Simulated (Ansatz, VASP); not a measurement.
## Two plane-wave programs on Gd

The input POSCAR:

```
Gd
1.0
   -1.9551160038      1.9551160038      1.9551160038
    1.9551160038     -1.9551160038      1.9551160038
    1.9551160038      1.9551160038     -1.9551160038
Gd
1
Direct
    0.0000000000      0.0000000000      0.0000000000
```

INCAR.step1

```
SYSTEM = Gd
PREC = Accurate
ENCUT = 520
ISMEAR = 1
SIGMA = 0.1
LREAL = .False.
LASPH = .True.
NELM = 150
ISPIN = 2
MAGMOM = 7
LMAXMIX = 6
NBANDS = 19
GGA = PE
ALGO = Normal
EDIFF = 1E-4
LWAVE = .True.
LCHARG = .False.
```

File INCAR.step2:

```
SYSTEM = Gd
PREC = Accurate
ENCUT = 520
EDIFF = 1E-6
ISMEAR = 1
SIGMA = 0.1
LREAL = .False.
LASPH = .True.
NELM = 150
ALGO = Normal
ISIF = 2
LWAVE = .False.
LCHARG = .True.
ISPIN = 2
MAGMOM = 7
LORBIT = 11
LMAXMIX = 6
METAGGA = R2SCAN
LMIXTAU = .True.
LELF = .True.
LVHAR = .True.
NBANDS = 19
ISTART = 1
```

File KPOINTS:

```
regular mesh
0
Gamma
  8 8 8
  0 0 0
```

Input for Ansatz:

```yaml
crystal:
  lattice:
    - [-1.9551160038264002, 1.9551160038264002, 1.9551160038264002]
    - [1.9551160038264002, -1.9551160038264002, 1.9551160038264002]
    - [1.9551160038264002, 1.9551160038264002, -1.9551160038264002]
  atoms:
    - { symbol: Gd, position: [0.0, 0.0, 0.0], spin: 7.0 }
basis:
  ecutwfc: 650.0
kpoints:
  mp_grid:
    grid: [8, 8, 8]
hamiltonian:
  xc: r2scan
magnetization:
  spin_polarized: true
scf:
  occupations:
    method: cold
    width: 0.1
```

Alike in both runs: task single point; functional r2SCAN; k mesh 8 × 8 × 8; collinear spin.

```csv
,VASP,Ansatz
version,VASP 6.6.1,Ansatz 0.2.0
potentials or method,"VASP PAW PBE potentials, release 64 (Gd), cutoff 520 eV","plane waves, PAW"
occupations,"methfessel-paxton of order 1, width 0.1 eV","cold, width 0.1 eV"
valence electrons in the cell,18,18
```

```tsv
	VASP	Ansatz	Ansatz less VASP
net moment per atom (μB)	7.86	7.86	-0.003
size of the moment on the site where the two differ most (μB)	7.09	7.50	+0.406
```

VASP's potentials were made for PBE, not for r2SCAN. Site moments also hang on the region over which each program counts them. Ansatz's warnings: stability check not made.

Neither program's run includes spin-orbit coupling.
